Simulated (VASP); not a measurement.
Input of a VASP 6.6.1 run:

INCAR

```
SYSTEM = Ag
ALGO = Normal
EDIFF = 1E-7
ENCUT = 520
GGA = PS
ISIF = 2
ISMEAR = -1
LASPH = .True.
LCHARG = .False.
LREAL = .False.
LWAVE = .False.
NBANDS = 18
NELM = 100
PREC = Accurate
SIGMA = 0.15
```

File KPOINTS:

```
k-points
0
Gamma
  18 18 10
  0 0 0
```

The input POSCAR:

```
Ag
1.0
    2.8451019009      0.0000000000      0.0000000000
   -1.4225509504      2.4639305225      0.0000000000
    0.0000000000      0.0000000000      4.6681840113
Ag
2
Direct
    0.3333333333      0.6666666667      0.2500000000
    0.6666666667      0.3333333333      0.7500000000
```

Potentials or basis: VASP PAW PBE potentials, release 64 (Ag).

The run is started by

```console
$ cat potpaw_PBE.64/Ag/POTCAR > POTCAR
$ mpirun -np 1 vasp_std > vasp.out
```

(1) What does it give for the pressure?

(2) What does it give for the band gap on the k mesh?

Answers

(1) 2.3 GPa.

(2) zero (band 11 reaches 13.01 eV, above the bottom of band 12 at 5.39 eV).

Caveat: the PAW data sets were made with another functional, which shifts forces and pressure a little.
